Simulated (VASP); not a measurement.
## NbTl4: single point with PBE

NbTl4:

```
Nb Tl
1.0
    -3.36963    3.36963    3.36963
     3.36963   -3.36963    3.36963
     3.36963    3.36963   -3.36963
Nb Tl
1 4
Direct
  0.00000 0.00000 0.00000
  0.00000 0.00000 0.50000
  0.50000 0.00000 0.00000
  0.50000 0.50000 0.50000
  0.00000 0.50000 0.00000
```

```
Program             : VASP 6.6.1
Task                : single point
Functional          : PBE
Potentials or basis : VASP PAW PBE potentials, release 64 (Nb_sv, Tl_d)
Cutoff              : 520 eV
k mesh              : 4 × 4 × 4
Occupations         : gaussian, width 0.1 eV
Spin                : no spin polarisation
```

```json
{
  "Pressure": "-0.5 GPa"
}
```

Levels at points of the mesh, in eV from the Fermi level:
| k point | band 28 | band 29 | band 30 | band 31 | band 32 | band 33 | band 34 | band 35 | band 36 | band 37 |
| --- | --- | --- | --- | --- | --- | --- | --- | --- | --- | --- |
| (0.00, 0.00, 0.00) | -4.41 | -0.44 | -0.44 | -0.44 | 0.07 | 0.07 | 0.07 | 0.74 | 0.74 | 2.73 |
| (0.50, 0.00, 0.00) | -4.64 | -1.84 | -0.60 | -0.58 | -0.21 | 0.01 | 1.95 | 2.19 | 2.27 | 2.46 |
| (0.50, 0.50, 0.50) | -3.27 | -2.58 | -2.58 | -1.65 | -1.08 | -1.08 | -1.08 | 1.79 | 1.79 | 4.06 |

It took 44 s on 1 thread of AMD EPYC 9R45 96-Core Processor (Zen 5), with other jobs on the host, peak memory 0.29 GiB.

Caveat: spin-orbit coupling is left out, which moves the levels of the heavy elements.
